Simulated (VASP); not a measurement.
The system is Se.

```
Se
1.0
     4.52038    0.00000    0.00000
    -2.26019    3.91476    0.00000
     0.00000    0.00000    5.04531
Se
3
Cartesian
  0.9896 0.0000 1.6818
  4.0256 0.8570 3.3635
  1.7654 3.0577 0.0000
```

Base run:

| Property | Result |
| --- | --- |
| Program | VASP 6.6.1 |
| Functional | PBE |
| Potentials or basis | VASP PAW PBE potentials, release 64 (Se) |
| Cutoff | 520 eV |
| k mesh | 7 × 7 × 5 |
| Occupations | fermi-dirac, width 0.05 eV |
| Spin | no spin polarisation |

Its results: band gap on the k mesh 1.43 eV, indirect (least direct gap 1.55 eV); pressure 0.1 GPa; largest force 0.022 eV/Å.

Task: After a change of settings the same cell gave: band gap on the k mesh 1.30 eV, direct; pressure 0.1 GPa; largest force 0.027 eV/Å. Which change was it?
A. k mesh from 7 × 7 × 5 to 2 × 2 × 1
B. k mesh from 7 × 7 × 5 to 8 × 8 × 6; occupations from fermi-dirac, width 0.05 eV to methfessel-paxton, width 0.01 eV
C. k mesh from 7 × 7 × 5 to 5 × 5 × 4
D. k mesh from 7 × 7 × 5 to 8 × 8 × 6

Result: C.
